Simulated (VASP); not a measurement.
# TaN (P-62m) in VASP: notebook, part 2 of 2

VASP 6.6.1.

## (5) Single point, r2SCAN

This run uses another cell than the first one, of 11.36 Å³/atom.

POSCAR

```
TaN
1.0
    5.1996298253      0.0000000000      0.0000000000
   -2.5998149126      4.5030115190      0.0000000000
    0.0000000000      0.0000000000      2.9103592718
Ta N
3 3
Direct
    0.3333333333      0.6666666667      0.5000000000
    0.6666666667      0.3333333333      0.5000000000
    0.0000000000      0.0000000000      0.0000000000
    0.3924063645      0.0000000000      0.0000000000
    0.6075936355      0.6075936355      0.0000000000
    0.0000000000      0.3924063645      0.0000000000
```

INCAR.step1

```
ALGO = Normal ; EDIFF = 1E-4
ENCUT = 520 ; GGA = PE
ISMEAR = 0 ; LASPH = T
LCHARG = F ; LREAL = F
LWAVE = T ; NBANDS = 33
NELM = 100 ; PREC = Accurate
SIGMA = 0.15
```

INCAR.step2

```
ALGO = Normal ; EDIFF = 1E-6
ENCUT = 520 ; ISIF = 2
ISMEAR = 0 ; ISTART = 1
LASPH = T ; LCHARG = F
LMIXTAU = T ; LREAL = F
LWAVE = F ; METAGGA = R2SCAN
NBANDS = 33 ; NELM = 100
PREC = Accurate ; SIGMA = 0.15
```

KPOINTS

```
k-points
0
Gamma
  6 6 12
```

Potentials or basis: VASP PAW PBE potentials, release 64 (Ta_pv, N).

Command:

```sh
$ cat potpaw_PBE.64/Ta_pv/POTCAR potpaw_PBE.64/N/POTCAR > POTCAR
$ cp INCAR.step1 INCAR
$ mpirun -np 1 vasp_std > vasp.out
$ cp INCAR.step2 INCAR
$ mpirun -np 1 vasp_std > vasp.out
```

It took 5.8 min on 1 thread of Intel Xeon Platinum 8488C (Sapphire Rapids), shared host; peak memory 0.25 GiB.

The run converged. Its results:

- Free energy: -181.3118 eV
- Pressure: 1.5 GPa
- Largest force: 0.009 eV/Å
- Band gap on the k mesh: zero (bands 24 and 25 overlap by 3.27 eV)

Forces in eV/Å, atoms in the order of the input:
```
Ta   0.000  0.000  0.000
Ta   0.000  0.000  0.000
Ta   0.000  0.000  0.000
N    0.009  0.000  0.000
N   -0.004 -0.008  0.000
N   -0.004  0.008  0.000
```

Stress tensor (GPa, compression positive):
```
1.73 0.00 0.00
0.00 1.73 0.00
0.00 0.00 1.19
```

Levels at points of the mesh, in eV from the Fermi level:
```tsv
k point	band 22	band 23	band 24	band 25	band 26	band 27
(0.00, 0.00, 0.00)	-3.52	-1.94	-0.92	-0.92	0.78	0.78
(0.50, 0.00, 0.00)	-4.11	-2.93	-2.68	1.38	1.99	2.12
(0.00, 0.00, 0.50)	-2.96	-2.96	2.03	2.05	2.05	2.47
(0.50, 0.00, 0.50)	-3.34	-2.07	-0.93	0.60	1.62	3.44
```

Caveat: the PAW data sets were made with another functional, which shifts forces and pressure a little; spin-orbit coupling is left out, which moves the levels of the heavy elements.

## (6) Single point, r2SCAN

This run uses another cell than the first one: it holds 12 atoms, not 6.

POSCAR

```
TaN
1.0
    2.6004283734     -4.5040740642      0.0000000000
   -5.2008567468      0.0000000000      0.0000000000
    0.0000000000      0.0000000000     -5.8177085434
Ta N
6 6
Direct
    0.3333333333      0.6666666667      0.2500000000
    0.3333333333      0.6666666667      0.7500000000
    0.6666666667      0.3333333333      0.2500000000
    0.6666666667      0.3333333333      0.7500000000
    1.0000000000      1.0000000000      0.5000000000
    1.0000000000      1.0000000000      0.0000000000
    1.0000000000      0.6076496558      0.5000000000
    1.0000000000      0.6076496558      0.0000000000
    0.3923503442      0.3923503442      0.5000000000
    0.3923503442      0.3923503442      0.0000000000
    0.6076496558      1.0000000000      0.5000000000
    0.6076496558      1.0000000000      0.0000000000
```

INCAR.step1

```
SYSTEM = TaN
PREC = Accurate
ENCUT = 520
ISMEAR = 0
SIGMA = 0.1
LREAL = .FALSE.
LASPH = .TRUE.
NELM = 80
NBANDS = 60
GGA = PE
ALGO = Normal
EDIFF = 1E-4
LWAVE = .TRUE.
LCHARG = .FALSE.
```

INCAR.step2

```
SYSTEM = TaN
PREC = Accurate
ENCUT = 520
EDIFF = 1E-6
ISMEAR = 0
SIGMA = 0.1
LREAL = .FALSE.
LASPH = .TRUE.
NELM = 80
ALGO = Normal
ISIF = 2
LWAVE = .FALSE.
LCHARG = .FALSE.
METAGGA = R2SCAN
LMIXTAU = .TRUE.
NBANDS = 60
ISTART = 1
```

KPOINTS

```
regular mesh
0
G
  6 6 6
  0 0 0
```

Potentials or basis: VASP PAW PBE potentials, release 64 (Ta_pv, N).

Command:

```sh
$ cat potpaw_PBE.64/Ta_pv/POTCAR potpaw_PBE.64/N/POTCAR > POTCAR
$ cp INCAR.step1 INCAR
$ mpirun -np 1 vasp_std > vasp.out
$ cp INCAR.step2 INCAR
$ mpirun -np 1 vasp_std > vasp.out
```

OUTCAR:

```text
SYSTEM = TaN
   PREC = Accurate
   ENCUT = 520
   EDIFF = 1E-6
   ISMEAR = 0
   LREAL = .FALSE.
   LASPH = .TRUE.
   NELM = 80
   ISIF = 2
   METAGGA = R2SCAN
   ISTART = 1

 ion  position               nearest neighbor table
   1  0.333  0.667  0.250-   7 2.16   8 2.16  11 2.16  12 2.16   9 2.16  10 2.16   2 2.91   2 2.91
                             3 3.00   3 3.00   3 3.00   5 3.34   6 3.34   6 3.34   5 3.34   6 3.34
   2  0.333  0.667  0.750-   7 2.16   8 2.16  11 2.16  12 2.16   9 2.16  10 2.16   1 2.91   1 2.91
                             4 3.00   4 3.00   4 3.00   5 3.34   6 3.34   6 3.34   5 3.34   6 3.34
   3  0.667  0.333  0.250-  11 2.16  12 2.16   7 2.16   8 2.16   9 2.16  10 2.16   4 2.91   4 2.91
                             1 3.00   1 3.00   1 3.00   5 3.34   6 3.34   5 3.34   6 3.34   5 3.34
   4  0.667  0.333  0.750-  11 2.16  12 2.16   7 2.16   8 2.16   9 2.16  10 2.16   3 2.91   3 2.91
                             2 3.00   2 3.00   2 3.00   5 3.34   6 3.34   5 3.34   6 3.34   5 3.34
   5  0.000  0.000  0.500-   7 2.04   9 2.04  11 2.04   6 2.91   6 2.91   2 3.34   3 3.34   4 3.34
                             1 3.34   2 3.34   1 3.34   3 3.34   4 3.34   4 3.34   3 3.34   1 3.34
   6  0.000  0.000  0.000-   8 2.04  10 2.04  12 2.04   5 2.91   5 2.91   2 3.34   3 3.34   4 3.34
                             1 3.34   2 3.34   1 3.34   3 3.34   4 3.34   4 3.34   3 3.34   1 3.34
   7  0.000  0.608  0.500-   5 2.04   2 2.16   1 2.16   4 2.16   3 2.16
   8  0.000  0.608  0.000-   6 2.04   2 2.16   1 2.16   4 2.16   3 2.16
   9  0.392  0.392  0.500-   5 2.04   2 2.16   1 2.16   4 2.16   3 2.16
  10  0.392  0.392  0.000-   6 2.04   2 2.16   1 2.16   4 2.16   3 2.16
  11  0.608  0.000  0.500-   5 2.04   4 2.16   3 2.16   2 2.16   1 2.16
[... 8 lines left out ...]
 A1 = (   2.6004283734,  -4.5040740642,   0.0000000000)
 A2 = (  -5.2008567468,   0.0000000000,   0.0000000000)
 A3 = (   0.0000000000,   0.0000000000,  -5.8177085434)

Analysis of symmetry for initial positions (statically):
=====================================================================
 Subroutine PRICEL returns following result:

  LATTYP: Found a hexagonal cell.
 ALAT       =     5.2008567468
 C/A-ratio  =     0.5593029021

  Lattice vectors:

 A1 = (   2.6004283734,  -4.5040740642,   0.0000000000)
 A2 = (  -5.2008567468,   0.0000000000,   0.0000000000)
 A3 = (   0.0000000000,   0.0000000000,  -2.9088542717)

   2 primitive cells build up your supercell.

 Routine SETGRP: Setting up the symmetry group for a
 hexagonal supercell.

 Subroutine GETGRP returns: Found 12 space group operations
 (whereof 12 operations were pure point group operations)
 out of a pool of 24 trial point group operations.

The static configuration has the point symmetry D_3h.

Analysis of symmetry for dynamics (positions and initial velocities):
=====================================================================
 Subroutine PRICEL returns following result:

  LATTYP: Found a hexagonal cell.
 ALAT       =     5.2008567468
 C/A-ratio  =     0.5593029021

  Lattice vectors:

 A1 = (   2.6004283734,  -4.5040740642,   0.0000000000)
 A2 = (  -5.2008567468,   0.0000000000,   0.0000000000)
[... 102 lines left out ...]
   number of dos      NEDOS =    301   number of ions     NIONS =     12
   total plane-waves  NPLWV =  76800
   dimension x,y,z NGX =    40 NGY =   40 NGZ =   48
   dimension x,y,z NGXF=    80 NGYF=   80 NGZF=   96
   ions per type =               6   6
   NGX,Y,Z   is equivalent  to a cutoff of  12.79, 12.79, 13.72 a.u.
   NGXF,Y,Z  is equivalent  to a cutoff of  25.57, 25.57, 27.43 a.u.
 SYSTEM =  TaN
   PREC   = accura    normal or accurate (medium, high low for compatibility)
   ISTART =      1    job   : 0-new  1-cont  2-samecut
   ICHARG =      0    charge: 1-file 2-atom 10-const
   ISPIN  =      1    spin polarized calculation?
   LNONCOLLINEAR =      F non collinear calculations
   LSORBIT =      F    spin-orbit coupling
   LASPH  =      T    aspherical Exc in radial PAW
   ENCUT  =  520.0 eV  38.22 Ry    6.18 a.u.   9.67  9.67 10.82*2*pi/ulx,y,z
   NELM   =     80;   NELMIN=  2; NELMDL=  0     # of ELM steps
   EDIFF  = 0.1E-05   stopping-criterion for ELM
   LREAL  =      F    real-space projection
   EDIFFG = 0.1E-04   stopping-criterion for IOM
   NSW    =      0    number of steps for IOM
   IBRION =     -1    ionic relax: 0-MD 1-quasi-New 2-CG
   NFREE  =      0    steps in history (QN), initial steepest desc. (CG)
   ISIF   =      2    stress and relaxation
   ISYM   =      2    0-nonsym 1-usesym 2-fastsym
   POTIM  = 0.5000    time-step for ionic-motion
   TEBEG  =    0.0;   TEEND  =   0.0 temperature during run
   PSTRESS=    0.0 pullay stress
   NELECT =      96.0000    total number of electrons
   NUPDOWN=      -1.0000    fix difference up-down
   EMIN   =  10.00;   EMAX   =-10.00  energy-range for DOS
   EFERMI =   0.00;   METHOD = LEGACY
   ISMEAR =     0;   SIGMA  =   0.10  broadening in eV -4-tet -1-fermi 0-gaus
   EFERMI_NEDOS =   21; number of points for ismear=-14 and -15
   IALGO  =     38    algorithm
   IMIX   =      4    mixing-type and parameters
     AMIX     =   0.40;   BMIX     =  1.00
     AMIX_MAG =   1.60;   BMIX_MAG =  1.00
  volume/ion in A,a.u.               =      11.36        76.64
  Fermi-wavevector in a.u.,A,eV,Ry     =   1.456647  2.752665 28.869138  2.121822
  Thomas-Fermi vector in A             =   2.573541
   LORBIT       =      0    0 simple, 1 ext, 2 COOP (PROOUT), +10 PAW based schemes
   METAGGA = R2SCAN    functional components
   LHFCALC =     F    Hartree Fock is set to
   AEXX    =    0.0000 exact exchange contribution
   IVDW    =     0    specifies the selected vdW correction
   LEPSILON=     F    determine dielectric tensor
   LRPA    =     F    only Hartree local field effects (RPA)
 non-spin polarized calculation
 Gauss-broadening in eV      SIGMA  =   0.10
  energy-cutoff  :      520.00
  volume of cell :      136.28
 maximum number of plane-waves:      3693
 NGX is ok and might be reduce to    40

 number of electron      96.0000002 magnetization

 Free energy of the ion-electron system (eV)
  ---------------------------------------------------
  ext. energy  EPLUGINS =         0.00000000
  ---------------------------------------------------
  free energy    TOTEN  =      -362.62100539 eV

  energy without entropy =     -362.61593932  energy(sigma->0) =     -362.61847236

 E-fermi :   8.2551     XC(G=0): -13.9793

 val. band max:        8.2216082360   @ k =   0.1667   0.0000   0.3333
 cond. band min:       8.4246249707   @ k =   0.1667   0.0000   0.0000
 fundamental gap:      0.2030167346
 Fermi energy:         8.2551316183

 k-point     1 :       0.0000    0.0000    0.0000
  band No.  band energies     occupation
      1     -29.6066      2.00000
      2     -29.4021      2.00000
      3     -29.2833      2.00000
      4     -29.2833      2.00000
      5     -29.1258      2.00000
      6     -29.1258      2.00000
[... 1501 lines left out ...]
     59      11.6089      0.00000
     60      11.6171      0.00000

 [... further k-points ...]

------------------------ aborting loop because EDIFF is reached ----------------------------------------

  FORCE on cell =-STRESS in cart. coord.  units (eV):
  Direction    XX          YY          ZZ          XY          YZ          ZX
  --------------------------------------------------------------------------------------
  -------------------------------------------------------------------------------------
  Total        1.3926071      1.3926071      1.2291312      0.0000000      0.0000000     -0.0000000
  in kB       16.3721909     16.3721909     14.4502857      0.0000000      0.0000000     -0.0000000
  external PRESSURE =      15.7315558 kB  Pullay stress =       0.0000000 kB

 VOLUME and BASIS-vectors are now :
 -----------------------------------------------------------------------------
  energy-cutoff  :      520.00
  volume of cell :      136.28
      direct lattice vectors                 reciprocal lattice vectors
     2.600428373 -4.504074064  0.000000000     0.000000000 -0.222021216  0.000000000
    -5.200856747  0.000000000  0.000000000    -0.192276013 -0.111010608  0.000000000
     0.000000000  0.000000000 -5.817708543     0.000000000  0.000000000 -0.171888982

 POSITION                                       TOTAL-FORCE (eV/Angst)
 -----------------------------------------------------------------------------------
     -2.60043     -1.50136     -1.45443        -0.000000     -0.000000     -0.000000
     -2.60043     -1.50136     -4.36328        -0.000000     -0.000000     -0.000000
      0.00000     -3.00272     -1.45443        -0.000000     -0.000000     -0.000000
      0.00000     -3.00272     -4.36328        -0.000000     -0.000000     -0.000000
      0.00000      0.00000     -2.90885        -0.000000     -0.000000     -0.000000
      0.00000      0.00000      0.00000        -0.000000     -0.000000     -0.000000
     -3.16030      0.00000     -2.90885         0.010325     -0.000000      0.000000
     -3.16030      0.00000      0.00000         0.010325     -0.000000      0.000000
     -1.02028     -1.76718     -2.90885        -0.005162     -0.008941      0.000000
     -1.02028     -1.76718      0.00000        -0.005162     -0.008941     -0.000000
      1.58015     -2.73690     -2.90885        -0.005162      0.008941     -0.000000
      1.58015     -2.73690      0.00000        -0.005162      0.008941     -0.000000
 -----------------------------------------------------------------------------------
    total drift:                                0.000005      0.000009      0.000000

  FREE ENERGIE OF THE ION-ELECTRON SYSTEM (eV)
  ---------------------------------------------------
  free  energy   TOTEN  =      -362.6210053920 eV

  energy  without entropy=     -362.6159393221  energy(sigma->0) =     -362.61847236
```

Run time: 17 min. Hardware: 1 thread of Intel Xeon 8259CL, shared host; peak memory 0.39 GiB.

Results:

* Free energy: -362.6210 eV
* Pressure: 1.6 GPa
* Largest force: 0.010 eV/Å
* Band gap on the k mesh: zero (bands 48 and 49 overlap by 0.20 eV)

Forces on the atoms (eV/Å):
```
Ta   0.000  0.000  0.000
Ta   0.000  0.000  0.000
Ta   0.000  0.000  0.000
Ta   0.000  0.000  0.000
Ta   0.000  0.000  0.000
Ta   0.000  0.000  0.000
N    0.010  0.000  0.000
N    0.010  0.000  0.000
N   -0.005 -0.009  0.000
N   -0.005 -0.009  0.000
N   -0.005  0.009  0.000
N   -0.005  0.009  0.000
```

Caveat: the PAW data sets were made with another functional, which shifts forces and pressure a little; spin-orbit coupling is left out, which moves the levels of the heavy elements.

## (7) Single point, r2SCAN

This run uses another cell than the first one, of 11.36 Å³/atom.

POSCAR

```
TaN
1.0
    5.1996298250      0.0000000000      0.0000000000
   -2.5998149125      4.5030115188      0.0000000000
    0.0000000000      0.0000000000      2.9103592740
Ta N
3 3
Direct
    0.3333333333      0.6666666667      0.5000000000
    0.6666666667      0.3333333333      0.5000000000
    0.0000000000      0.0000000000      0.0000000000
    0.0000000000      0.3924063645      0.0000000000
    0.3924063645      0.0000000000      0.0000000000
    0.6075936355      0.6075936355      0.0000000000
```

INCAR.step1

```
SYSTEM = TaN
ALGO = Normal ; EDIFF = 1E-4
ENCUT = 520 ; GGA = PE
ISMEAR = 0 ; LASPH = .TRUE.
LCHARG = .FALSE. ; LREAL = .FALSE.
LWAVE = .TRUE. ; NBANDS = 33
NELM = 100 ; PREC = Accurate
SIGMA = 0.1
```

INCAR.step2

```
SYSTEM = TaN
ALGO = Normal ; EDIFF = 1E-6
ENCUT = 520 ; ISIF = 2
ISMEAR = 0 ; ISTART = 1
LASPH = .TRUE. ; LCHARG = .FALSE.
LMIXTAU = .TRUE. ; LREAL = .FALSE.
LWAVE = .FALSE. ; METAGGA = R2SCAN
NBANDS = 33 ; NELM = 100
PREC = Accurate ; SIGMA = 0.1
```

KPOINTS

```
k-points
0
G
  9 9 12
  0 0 0
```

Command:

```sh
$ cat potpaw_PBE.64/Ta_pv/POTCAR potpaw_PBE.64/N/POTCAR > POTCAR
$ cp INCAR.step1 INCAR
$ mpirun -np 1 vasp_std > vasp.out
$ cp INCAR.step2 INCAR
$ mpirun -np 1 vasp_std > vasp.out
```

Wall time 25 min (1 thread of Oxide Virtual Turin-like, shared host); peak memory 0.26 GiB.

Results (log left out):

```yaml
Free_energy: -181.3127 eV
Pressure: 1.6 GPa
Largest_force: 0.008 eV/Å
Band_gap_on_the_k_mesh: zero (bands 24 and 25 overlap by 3.27 eV)
```

Forces in eV/Å, atoms in the order of the input:
```
Ta   0.000  0.000  0.000
Ta   0.000  0.000  0.000
Ta   0.000  0.000  0.000
N   -0.004  0.007  0.000
N    0.008  0.000  0.000
N   -0.004 -0.007  0.000
```

Stress tensor (GPa, compression positive):
```
1.60 0.00 0.00
0.00 1.60 0.00
0.00 0.00 1.49
```

Levels at points of the mesh, in eV from the Fermi level:
| k point | band 21 | band 22 | band 23 | band 24 | band 25 | band 26 | band 27 | band 28 |
| --- | --- | --- | --- | --- | --- | --- | --- | --- |
| (0.00, 0.00, 0.00) | -4.66 | -3.63 | -2.05 | -1.02 | -1.02 | 0.68 | 0.68 | 1.84 |
| (0.00, 0.00, 0.50) | -4.68 | -3.07 | -3.07 | 1.93 | 1.95 | 1.95 | 2.37 | 2.37 |

Caveat: the PAW data sets were made with another functional, which shifts forces and pressure a little; spin-orbit coupling is left out, which moves the levels of the heavy elements.

## (8) The runs side by side

| potentials or basis | cell | k mesh | cutoff (eV) | smearing | gap on the mesh (eV) | pressure (GPa) | largest force (eV/Å) |
| --- | --- | --- | --- | --- | --- | --- | --- |
| VASP PAW PBE potentials, release 64 (Ta_pv, N) | a = 5.200, b = 5.200, c = 2.998 Å, angles 90.0, 90.0, 120.0°, 6 atoms, atomic positions A | 12 × 12 × 12 | 520 | gaussian 0.1 eV | none | -7.9 | 0.01 |
| VASP PAW PBE potentials, release 64 (Ta_sv_GW, N) | a = 5.200, b = 5.200, c = 2.910 Å, angles 90.0, 90.0, 120.0°, 6 atoms, atomic positions A | 12 × 12 × 12 | 660 | gaussian 0.1 eV | none | 0.1 | 0.01 |
| VASP PAW PBE potentials, release 64 (Ta_pv, N) | a = 5.200, b = 5.200, c = 2.910 Å, angles 90.0, 90.0, 120.0°, 6 atoms, atomic positions A | 6 × 6 × 12 | 520 | gaussian 0.15 eV | none | 1.5 | 0.01 |
| VASP PAW PBE potentials, release 64 (Ta_pv, N) | a = 5.201, b = 5.201, c = 5.818 Å, angles 90.0, 90.0, 120.0°, 12 atoms, atomic positions B | 6 × 6 × 6 | 520 | gaussian 0.1 eV | none | 1.6 | 0.01 |
| VASP PAW PBE potentials, release 64 (Ta_pv, N) | a = 5.200, b = 5.200, c = 2.910 Å, angles 90.0, 90.0, 120.0°, 6 atoms, atomic positions A | 9 × 9 × 12 | 520 | gaussian 0.1 eV | none | 1.6 | 0.01 |

Alike in all rows: task single point; level r2SCAN; no spin polarisation.

Caveats: the PAW data sets were made with another functional, which shifts forces and pressure a little; spin-orbit coupling is left out, which moves the levels of the heavy elements; the cell stands under tension (at least some runs).

Absolute energies hang on the potentials; compare differences alone.
